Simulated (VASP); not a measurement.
A run of VASP 6.6.1 is set up as follows.

The input INCAR:

```
PREC = Accurate
ENCUT = 520
EDIFF = 1E-6
ISMEAR = 0
SIGMA = 0.15
LREAL = F
LASPH = T
NELM = 60
ALGO = Fast
ISIF = 2
LWAVE = F
LCHARG = F
GGA = PS
NBANDS = 12
```

The input KPOINTS:

```
regular mesh
0
Gamma
  24 24 24
```

The input POSCAR:

```
Cu
1.0
    0.0000000000      1.8584420788      1.7097667125
    1.8584420788      0.0000000000      1.7097667125
    1.8584420788      1.8584420788      0.0000000000
Cu
1
Direct
    0.0000000000      0.0000000000      0.0000000000
```

Potentials or basis: VASP PAW PBE potentials, release 64 (Cu).

Command:

```sh
$ cat potpaw_PBE.64/Cu/POTCAR > POTCAR
$ mpirun -np 1 vasp_std > vasp.out
```

Estimate the pressure.

-5.4 GPa.

Stress tensor (GPa, compression positive):
```
-6.51  0.00  0.00
 0.00 -6.51  0.00
 0.00  0.00 -3.24
```

Caveat: the PAW data sets were made with another functional, which shifts forces and pressure a little.
